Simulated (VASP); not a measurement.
Runs of VASP 6.6.1 on Cr. The structure is that of space group Im-3m (No. 229), or close to it. The cells are those of the table. 

| task | cell | k mesh | cutoff (eV) | gap on the mesh (eV) | pressure (GPa) | relaxed volume (Å³/atom) |
| --- | --- | --- | --- | --- | --- | --- |
| relaxation of cell and atoms | relaxed from a = 2.544 Å, angles 109.5°, 1 atom | 10 × 10 × 10 | 600 | none | -0.3 | 11.38 |
| single point | a = 2.453 Å, angles 109.5°, 1 atom | 10 × 10 × 10 | 520 | none | 0.4 | - |
| single point | a = 2.450 Å, angles 109.5°, 1 atom | 20 × 20 × 20 | 520 | none | 0.6 | - |
| relaxation of cell and atoms | relaxed from a = 2.453 Å, angles 109.5°, 1 atom | 20 × 20 × 20 | 600 | none | 0.0 | (a) |

Alike in all rows: level r2SCAN; potentials or basis VASP PAW PBE potentials, release 64 (Cr_pv); no spin polarisation; smearing gaussian 0.1 eV.

Task: Estimate the missing entries.

Result: (a) 11.34.

Caveats: the PAW data sets were made with another functional, which shifts forces and pressure a little; the run has no spin polarisation, though such a crystal can be magnetic.

A gap of «none» marks levels without a gap at the run's occupations.
